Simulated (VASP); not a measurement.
# SiNi (NiAs type) (P6_3/mmc) in VASP: further runs, part 2 of 2

VASP 6.6.1. Earlier steps stand in the parts before.

### 4 Single point, PBE (12.87 Å³/atom)

This run uses another cell than the first one, of 12.87 Å³/atom.

The input, INCAR:

```
SYSTEM = SiNi
ALGO = Normal ; EDIFF = 1E-6
ENCUT = 690 ; GGA = PE
GGA_COMPAT = .False. ; ISIF = 2
ISMEAR = -1 ; LASPH = .True.
LCHARG = .False. ; LREAL = .False.
LWAVE = .False. ; NBANDS = 30
NELM = 120 ; PREC = Accurate
SIGMA = 0.1
```

The input, KPOINTS:

```
k-points
0
Gamma
  11 11 6
  0 0 0
```

The input, POSCAR:

```
SiNi
1.0
    3.5105800464      0.0000000000      0.0000000000
   -1.7552900232      3.0402515022      0.0000000000
    0.0000000000      0.0000000000      4.8231365934
Ni Si
2 2
Direct
    0.0000000000      0.0000000000      0.0000000000
    0.0000000000      0.0000000000      0.5000000000
    0.3333333333      0.6666666667      0.2500000000
    0.6666666667      0.3333333333      0.7500000000
```

Potentials or basis: VASP PAW PBE potentials, release 64 (Ni_sv_GW, Si).

The run is started by

```
> cat potpaw_PBE.64/Ni_sv_GW/POTCAR potpaw_PBE.64/Si/POTCAR > POTCAR
> mpirun -np 1 vasp_std > vasp.out
```

OUTCAR:

```text
SYSTEM = SiNi
   EDIFF = 1E-6
   ENCUT = 690
   GGA = PE
   ISIF = 2
   ISMEAR = -1
   LASPH = .True.
   LREAL = .False.
   NELM = 120
   PREC = Accurate

 ion  position               nearest neighbor table
   1  0.000  0.000  0.000-   3 2.36   4 2.36   3 2.36   4 2.36   4 2.36   3 2.36   2 2.41   2 2.41

   2  0.000  0.000  0.500-   3 2.36   4 2.36   3 2.36   4 2.36   4 2.36   3 2.36   1 2.41   1 2.41

   3  0.333  0.667  0.250-   1 2.36   2 2.36   1 2.36   2 2.36   1 2.36   2 2.36
   4  0.667  0.333  0.750-   1 2.36   2 2.36   1 2.36   2 2.36   1 2.36   2 2.36

  LATTYP: Found a hexagonal cell.
 ALAT       =     3.5105800464
 C/A-ratio  =     1.3738859475

  Lattice vectors:

 A1 = (   3.5105800464,   0.0000000000,   0.0000000000)
 A2 = (  -1.7552900232,   3.0402515022,   0.0000000000)
 A3 = (   0.0000000000,   0.0000000000,   4.8231365934)

Analysis of symmetry for initial positions (statically):
=====================================================================
 Subroutine PRICEL returns:
 Original cell was already a primitive cell.

 Routine SETGRP: Setting up the symmetry group for a
 hexagonal supercell.

 Subroutine GETGRP returns: Found 24 space group operations
 (whereof 12 operations were pure point group operations)
 out of a pool of 24 trial point group operations.

The static configuration has the point symmetry D_3d.
 The point group associated with its full space group is D_6h.

Analysis of symmetry for dynamics (positions and initial velocities):
=====================================================================
 Subroutine PRICEL returns:
 Original cell was already a primitive cell.

 Routine SETGRP: Setting up the symmetry group for a
 hexagonal supercell.

 Subroutine GETGRP returns: Found 24 space group operations
 (whereof 12 operations were pure point group operations)
 out of a pool of 24 trial point group operations.

The dynamic configuration has the point symmetry D_3d.
 The point group associated with its full space group is D_6h.

 Subroutine INISYM returns: Found 24 space group operations
 (whereof 12 operations are pure point group operations),
 and found     1 'primitive' translations

----------------------------------------------------------------------------------------

                                     Primitive cell

  volume of cell :      51.4776

  direct lattice vectors                    reciprocal lattice vectors
     3.510580046  0.000000000  0.000000000     0.284853211  0.164460078  0.000000000
    -1.755290023  3.040251502  0.000000000     0.000000000  0.328920157  0.000000000
     0.000000000  0.000000000  4.823136593     0.000000000  0.000000000  0.207333958

  length of vectors
     3.510580046  3.510580046  4.823136593     0.328920157  0.328920157  0.207333958

  position of ions in fractional coordinates (direct lattice)
     0.000000000  0.000000000  0.000000000
     0.000000000  0.000000000  0.500000000
     0.333333333  0.666666667  0.250000000
     0.666666667  0.333333333  0.750000000

  ion indices of the primitive-cell ions
   primitive index   ion index
                 1           1
                 2           2
                 3           3
                 4           4

[... 20 lines left out ...]

 Subroutine IBZKPT returns following result:
 ===========================================

 Found     64 irreducible k-points:

 Following reciprocal coordinates:
            Coordinates               Weight
  0.000000  0.000000  0.000000      1.000000
  0.090909  0.000000  0.000000      6.000000
  0.181818 -0.000000  0.000000      6.000000
  0.272727 -0.000000  0.000000      6.000000
  0.363636 -0.000000  0.000000      6.000000
  0.454545  0.000000  0.000000      6.000000
[... 16 lines left out ...]
  0.090909  0.090909  0.166667     12.000000
  0.181818  0.090909  0.166667     24.000000
 [... further k-points ...]
   k-points           NKPTS =     64   k-points in BZ     NKDIM =     64   number of bands    NBANDS=     30
   number of dos      NEDOS =    301   number of ions     NIONS =      4
   total plane-waves  NPLWV =  37800
   dimension x,y,z NGX =    30 NGY =   30 NGZ =   42
   dimension x,y,z NGXF=    60 NGYF=   60 NGZF=   84
   ions per type =               2   2
   NGX,Y,Z   is equivalent  to a cutoff of  14.21, 14.21, 14.48 a.u.
   NGXF,Y,Z  is equivalent  to a cutoff of  28.41, 28.41, 28.95 a.u.
 SYSTEM =  SiNi
   PREC   = accura    normal or accurate (medium, high low for compatibility)
   ISTART =      0    job   : 0-new  1-cont  2-samecut
   ICHARG =      2    charge: 1-file 2-atom 10-const
   ISPIN  =      1    spin polarized calculation?
   LNONCOLLINEAR =      F non collinear calculations
   LSORBIT =      F    spin-orbit coupling
   LASPH  =      T    aspherical Exc in radial PAW
   ENCUT  =  690.0 eV  50.71 Ry    7.12 a.u.   7.52  7.52 10.33*2*pi/ulx,y,z
   NELM   =    120;   NELMIN=  2; NELMDL= -5     # of ELM steps
   EDIFF  = 0.1E-05   stopping-criterion for ELM
   LREAL  =      F    real-space projection
   EDIFFG = 0.1E-04   stopping-criterion for IOM
   NSW    =      0    number of steps for IOM
   IBRION =     -1    ionic relax: 0-MD 1-quasi-New 2-CG
   NFREE  =      0    steps in history (QN), initial steepest desc. (CG)
   ISIF   =      2    stress and relaxation
   ISYM   =      2    0-nonsym 1-usesym 2-fastsym
   POTIM  = 0.5000    time-step for ionic-motion
   TEBEG  =    0.0;   TEEND  =   0.0 temperature during run
   PSTRESS=    0.0 pullay stress
   NELECT =      44.0000    total number of electrons
   NUPDOWN=      -1.0000    fix difference up-down
   EMIN   =  10.00;   EMAX   =-10.00  energy-range for DOS
   EFERMI =   0.00;   METHOD = LEGACY
   ISMEAR =    -1;   SIGMA  =   0.10  broadening in eV -4-tet -1-fermi 0-gaus
   EFERMI_NEDOS =   21; number of points for ismear=-14 and -15
   IALGO  =     38    algorithm
   IMIX   =      4    mixing-type and parameters
     AMIX     =   0.40;   BMIX     =  1.00
     AMIX_MAG =   1.60;   BMIX_MAG =  1.00
  volume/ion in A,a.u.               =      12.87        86.85
  Fermi-wavevector in a.u.,A,eV,Ry     =   1.553650  2.935972 32.842110  2.413827
  Thomas-Fermi vector in A             =   2.657850
   LORBIT       =      0    0 simple, 1 ext, 2 COOP (PROOUT), +10 PAW based schemes
   GGA     = PE    functional components
   LHFCALC =     F    Hartree Fock is set to
   AEXX    =    0.0000 exact exchange contribution
   IVDW    =     0    specifies the selected vdW correction
   LEPSILON=     F    determine dielectric tensor
   LRPA    =     F    only Hartree local field effects (RPA)
 non-spin polarized calculation
  energy-cutoff  :      690.00
  volume of cell :       51.48
 maximum number of plane-waves:      2138
 NGX is ok and might be reduce to    30
   NGX = 15   NGY = 15   NGZ = 21

 number of electron      43.9999992 magnetization

 Free energy of the ion-electron system (eV)
  ---------------------------------------------------
  ext. energy  EPLUGINS =         0.00000000
  ---------------------------------------------------
  free energy    TOTEN  =       -25.34400368 eV

  energy without entropy =      -25.28241160  energy(sigma->0) =      -25.31320764

 E-fermi :   8.6668     XC(G=0): -12.1306

 val. band max:        8.6494577051   @ k =   0.1818  -0.0000   0.0000
 cond. band min:       8.7091424145   @ k =   0.2727   0.2727   0.3333
 fundamental gap:      0.0596847094
 Fermi energy:         8.6667562126

 k-point     1 :       0.0000    0.0000    0.0000
  band No.  band energies     occupation
      1     -95.0267      2.00000
      2     -95.0096      2.00000
      3     -55.5445      2.00000
      4     -55.4029      2.00000
      5     -55.4029      2.00000
      6     -55.3865      2.00000
[... 781 lines left out ...]
     29      16.9297      0.00000
     30      17.4283      0.00000

 [... further k-points ...]

------------------------ aborting loop because EDIFF is reached ----------------------------------------

  FORCE on cell =-STRESS in cart. coord.  units (eV):
  Direction    XX          YY          ZZ          XY          YZ          ZX
  --------------------------------------------------------------------------------------
  -------------------------------------------------------------------------------------
  Total       -0.1702637     -0.1702637     -0.1673417      0.0000000      0.0000000     -0.0000000
  in kB       -5.2992529     -5.2992529     -5.2083083      0.0000000      0.0000000     -0.0000000
  external PRESSURE =      -5.2689380 kB  Pullay stress =       0.0000000 kB

 VOLUME and BASIS-vectors are now :
 -----------------------------------------------------------------------------
  energy-cutoff  :      690.00
  volume of cell :       51.48
      direct lattice vectors                 reciprocal lattice vectors
     3.510580046  0.000000000  0.000000000     0.284853211  0.164460078  0.000000000
    -1.755290023  3.040251502  0.000000000     0.000000000  0.328920157  0.000000000
     0.000000000  0.000000000  4.823136593     0.000000000  0.000000000  0.207333958

 POSITION                                       TOTAL-FORCE (eV/Angst)
 -----------------------------------------------------------------------------------
      0.00000      0.00000      0.00000        -0.000000      0.000000     -0.000000
      0.00000      0.00000      2.41157        -0.000000      0.000000     -0.000000
     -0.00000      2.02683      1.20578        -0.000000      0.000000      0.000000
      1.75529      1.01342      3.61735         0.000000     -0.000000      0.000000
 -----------------------------------------------------------------------------------
    total drift:                                0.000000     -0.000000      0.000000

  FREE ENERGIE OF THE ION-ELECTRON SYSTEM (eV)
  ---------------------------------------------------
  free  energy   TOTEN  =       -25.3440036772 eV

  energy  without entropy=      -25.2824116011  energy(sigma->0) =      -25.31320764
```

OSZICAR:

```text
N       E                     dE             d eps       ncg     rms          rms(c)
DAV:   1     0.672152134038E+03    0.67215E+03   -0.27428E+04  6208   0.511E+03
DAV:   2     0.309770277769E+02   -0.64118E+03   -0.61574E+03  6952   0.137E+03
DAV:   3    -0.347330428944E+02   -0.65710E+02   -0.64550E+02  7672   0.465E+02
DAV:   4    -0.376481743414E+02   -0.29151E+01   -0.29098E+01  7376   0.726E+01
DAV:   5    -0.377319289704E+02   -0.83755E-01   -0.83714E-01  6960   0.105E+01    0.355E+01
DAV:   6    -0.607290418471E+02   -0.22997E+02   -0.27737E+02  5804   0.101E+03    0.440E+01
DAV:   7    -0.257719698393E+02    0.34957E+02   -0.10265E+02  6080   0.580E+02    0.997E+00
DAV:   8    -0.253779937997E+02    0.39398E+00   -0.61164E+00  7480   0.769E+01    0.302E+00
DAV:   9    -0.253496103948E+02    0.28383E-01   -0.18704E-01  7488   0.891E+00    0.127E+00
DAV:  10    -0.253440972178E+02    0.55132E-02   -0.13898E-02  6244   0.145E+00    0.309E-01
DAV:  11    -0.253440628831E+02    0.34335E-04   -0.11104E-03  7404   0.111E+00    0.198E-01
DAV:  12    -0.253440110208E+02    0.51862E-04   -0.11433E-04  6668   0.335E-01    0.640E-02
DAV:  13    -0.253440046663E+02    0.63544E-05   -0.31524E-05  7236   0.319E-01    0.225E-02
DAV:  14    -0.253440035387E+02    0.11276E-05   -0.58453E-07  2958   0.633E-02    0.518E-03
DAV:  15    -0.253440036772E+02   -0.13849E-06   -0.89196E-07  3034   0.139E-02
   1 F= -.25344004E+02 E0= -.25313208E+02  d E =-.615921E-01
```

It took 2.9 min on 1 thread of Intel Xeon Platinum 8259CL at 2.50GHz (Skylake/Cascade Lake), shared host; peak memory 0.29 GiB.

Results:

| Item | Value |
| --- | --- |
| Free energy | -25.3440 eV |
| Pressure | -0.5 GPa |
| Band gap on the k mesh | zero (bands 22 and 23 overlap by 4.90 eV) |

### 5 Summary

```csv
task,cell,gap on the mesh (eV),pressure (GPa)
single point,"a = 2.972, b = 2.972, c = 4.308 Å, angles 90.0, 90.0, 120.0°, 4 atoms",none,194.8
relaxation of shape and atoms at fixed volume,"relaxed from a = 2.876, b = 2.876, c = 3.952 Å, angles 90.0, 90.0, 120.0°, 4 atoms",none,354.5
single point,"a = 3.511, b = 3.511, c = 4.823 Å, angles 90.0, 90.0, 120.0°, 4 atoms",none,-0.5
```

Alike in all rows: level PBE; potentials or basis VASP PAW PBE potentials, release 64 (Ni_sv_GW, Si); no spin polarisation; k mesh 11 × 11 × 6; cutoff (eV) 690; smearing fermi-dirac 0.1 eV.

Caveats: the cell stands under pressure (at least some runs).

Absolute energies hang on the potentials; compare differences alone.

The gap in the log of VASP goes by the Fermi energy; the results here count the filled bands.